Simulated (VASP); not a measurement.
A run of VASP 6.6.1 is set up as follows.

File INCAR:

```
SYSTEM = Si2Mo
PREC = Accurate ; ENCUT = 520
EDIFF = 1E-6 ; ISMEAR = -1
SIGMA = 0.05 ; LREAL = .FALSE.
LASPH = .TRUE. ; NELM = 100
ALGO = Normal ; ISIF = 2
LWAVE = .FALSE. ; LCHARG = .FALSE.
GGA = PE ; IVDW = 12
NBANDS = 18
```

KPOINTS

```
Automatic mesh
0
G
  11 11 11
  0 0 0
```

The input POSCAR:

```
Si2Mo
1.0
   -1.5893474648      1.5893474648      3.8978564596
    1.5893474648     -1.5893474648      3.8978564596
    1.5893474648      1.5893474648     -3.8978564596
Si Mo
2 1
Direct
    0.3346102976      0.3346102976      0.0000000000
    0.6653897024      0.6653897024      0.0000000000
    0.0000000000      0.0000000000      0.0000000000
```

Potentials or basis: VASP PAW PBE potentials, release 64 (Si, Mo_sv).

Run with:

```sh
$ cat potpaw_PBE.64/Si/POTCAR potpaw_PBE.64/Mo_sv/POTCAR > POTCAR
$ mpirun -np 1 vasp_std > vasp.out
```

Problem. Estimate the pressure.

Solution. 0.2 GPa.

Problem. Estimate the largest force.

Solution. 0.005 eV/Å.

Problem. What does it give for the band gap on the k mesh?

Solution. Zero (band 11 reaches 13.09 eV, above the bottom of band 12 at 12.19 eV).

Problem. What does it give for the dispersion energy per atom?

Solution. -0.589 eV.

Forces on the atoms (eV/Å):
```
Si   0.000  0.000 -0.005
Si   0.000  0.000  0.005
Mo   0.000  0.000  0.000
```

Caveat: pairwise dispersion overbinds metals, which lowers pressure and volume.
